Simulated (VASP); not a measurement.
Cu, 2 atoms in the cell. The structure is hexagonal, space group P6_3/mmc (No. 194). Conventional cell: a = 2.570 Å, b = 2.570 Å, c = 4.197 Å, α = 90.00°, β = 90.00°, γ = 120.00°. Within 3.4 Å of Cu (site symmetry -6m2) lie 12 Cu at 2.57 Å.  This cell differs from its parent crystal: volume scaled by 1.06, then relaxed in part.

| Item | Value |
| --- | --- |
| Program | VASP 6.6.1 |
| Task | single point |
| Functional | PBEsol |
| Potentials or basis | VASP PAW PBE potentials, release 64 (Cu) |
| Cutoff | 520 eV |
| k mesh | 18 × 18 × 10 |
| Occupations | gaussian, width 0.1 eV |
| Spin | no spin polarisation |
| Dipole correction | no |
| Further INCAR settings | ALGO = Fast; EDIFF = 1e-06; NBANDS = 18 |

Potentials or basis: VASP PAW PBE potentials, release 64 (Cu).

Run with:

```bash
$ cat potpaw_PBE.64/Cu/POTCAR > POTCAR
$ mpirun -np 1 vasp_std > vasp.out
```

Hardware: 1 thread of AMD EPYC 9R14 (Zen 4), with other jobs on the host.

Task: Estimate the wall time of this run.

Result: Wall time 49 s on 1 thread of AMD EPYC 9R14 (Zen 4), on a shared host, peak memory 0.16 GiB. Counts: scf iterations 14, k points 222.
